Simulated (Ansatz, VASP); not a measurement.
## TiO2: VASP beside Ansatz

```
Ti O
1.0
     4.96840    0.00000    0.00000
     0.00000    4.96840    0.00000
     0.00000    0.00000    3.20100
Ti O
2 4
Direct
  0.00000 0.00000 0.00000
  0.50000 0.50000 0.50000
  0.30510 0.30510 0.00000
  0.19490 0.80510 0.50000
  0.69490 0.69490 0.00000
  0.80510 0.19490 0.50000
```

Alike in both runs: task single point; functional PBE; k mesh 6 × 6 × 10; occupations gaussian, width 0.05 eV; no spin polarisation.

```csv
,VASP,Ansatz
version,VASP 6.6.1,Ansatz 0.2.0
potentials or method,"VASP PAW PBE potentials, release 64 (Ti_sv, O), cutoff 520 eV","scalar-relativistic, plane waves, PAW"
valence electrons in the cell,48,48
```

|  | VASP | Ansatz | Ansatz less VASP |
| --- | --- | --- | --- |
| gap on the k mesh at the Fermi level (eV) | 1.32 | 1.34 | +0.018 |
| least direct gap on the mesh (eV) | 1.32 | 1.34 | +0.018 |
| rms of the force components (eV/Å) | 0.352 | 0.360 | +0.0078 |

Atom by atom the forces differ by 0.008 eV/Å (rms over components). The functional is the same, so the differences come from potentials, cutoffs and numerics.
